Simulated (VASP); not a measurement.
# Bi2Se3: single point with PBE

The system is Bi2Se3.

```xyz
5
Lattice="7.9199 0.0000 0.0000 -3.9599 6.8588 0.0000 0.0000 0.0000 3.1908" Properties=species:S:1:pos:R:3 pbc="T T T"
Bi    0.0000    4.5725    1.5954
Bi    3.9599    2.2863    1.5954
Se    2.2665    0.0000    1.5954
Se   -1.1332    1.9628    1.5954
Se    2.8267    4.8960    1.5954
```

The cell was built from a structure type or drawn by symmetry, and may not be a known phase.

| Property | Result |
| --- | --- |
| Program | VASP 6.6.1 |
| Task | single point |
| Functional | PBE |
| Potentials or basis | VASP PAW PBE potentials, release 64 (Bi_d, Se) |
| Cutoff | 520 eV |
| k mesh | 6 × 6 × 4 |
| Occupations | gaussian, width 0.1 eV |
| Spin | no spin polarisation |

```yaml
Pressure: 0.2 GPa
Largest_force: 0.009 eV/Å
Band_gap_on_the_k_mesh: zero (bands 24 and 25 overlap by 2.26 eV)
```

Forces in eV/Å, atoms in the order of the input:
```
Bi   0.000  0.000  0.000
Bi   0.000  0.000  0.000
Se   0.009  0.000  0.000
Se  -0.004  0.008  0.000
Se  -0.004 -0.008  0.000
```

Stress tensor (GPa, compression positive):
```
0.27 0.00 0.00
0.00 0.27 0.00
0.00 0.00 0.13
```

Levels at points of the mesh, in eV from the Fermi level:
| k point | band 23 | band 24 | band 25 | band 26 | band 27 | band 28 |
| --- | --- | --- | --- | --- | --- | --- |
| (0.00, 0.00, 0.00) | 0.72 | 0.75 | 1.18 | 1.18 | 2.27 | 2.27 |
| (0.50, 0.00, 0.00) | 0.94 | 1.01 | 1.13 | 1.24 | 1.41 | 2.40 |
| (0.00, 0.00, 0.50) | -1.71 | -1.71 | -1.14 | -0.02 | 2.48 | 2.48 |
| (0.50, 0.00, 0.50) | -2.42 | -2.41 | -0.82 | -0.21 | 2.08 | 3.07 |

It took 3.5 min on 1 thread of Intel Xeon 8259CL (shared host), peak memory 0.33 GiB.

Caveat: the k points lie up to 0.49 Å⁻¹ apart, too coarse for converged energies and pressures of a metal; spin-orbit coupling is left out, which moves the levels of the heavy elements.
